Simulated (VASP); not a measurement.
A run of VASP 6.6.1:

INCAR

```
SYSTEM = CoO
ALGO     = Normal         ! electronic algorithm
EDIFF    = 1E-6           ! SCF threshold, eV
ENCUT    = 520            ! plane-wave cutoff, eV
GGA      = PE             ! functional
ISIF     = 2              ! what is computed and relaxed
ISMEAR   = 0              ! smearing method
ISPIN    = 2              ! spin polarisation
LASPH    = .True.         ! aspherical terms in the spheres
LCHARG   = .False.        ! write CHGCAR
LMAXMIX  = 4              ! l up to which the mixer works
LORBIT   = 11             ! projections on sites
LREAL    = .False.        ! projectors in reciprocal space
LWAVE    = .False.        ! write WAVECAR
MAGMOM   = 2 0            ! initial moments
NBANDS   = 18             ! bands
NELM     = 150            ! most SCF steps
PREC     = Accurate       ! precision mode
SIGMA    = 0.020999999999999998 ! smearing width, eV
```

The input KPOINTS:

```
k-points
0
Gamma
  10 10 10
  0 0 0
```

POSCAR

```
CoO
1.0
    0.0000000000      2.3436418400      2.3436418400
    2.3436418400      0.0000000000      2.3436418400
    2.3436418400      2.3436418400      0.0000000000
Co O
1 1
Direct
    0.0000000000      0.0000000000      0.0000000000
    0.2500000000      0.2500000000      0.2500000000
```

Potentials or basis: VASP PAW PBE potentials, release 64 (Co, O).

The run is started by

```console
$ cat potpaw_PBE.64/Co/POTCAR potpaw_PBE.64/O/POTCAR > POTCAR
$ mpirun -np 1 vasp_std > vasp.out
```

Hardware: 1 thread of Intel(R) Xeon(R) Platinum 8488C (Sapphire Rapids), on a shared host.

**Question.** How long does it take, and how much memory?

**Answer.** Wall time 43 s on 1 thread of Intel(R) Xeon(R) Platinum 8488C (Sapphire Rapids) (shared host), peak memory 0.19 GiB. Counts: scf iterations 16, k points 47.
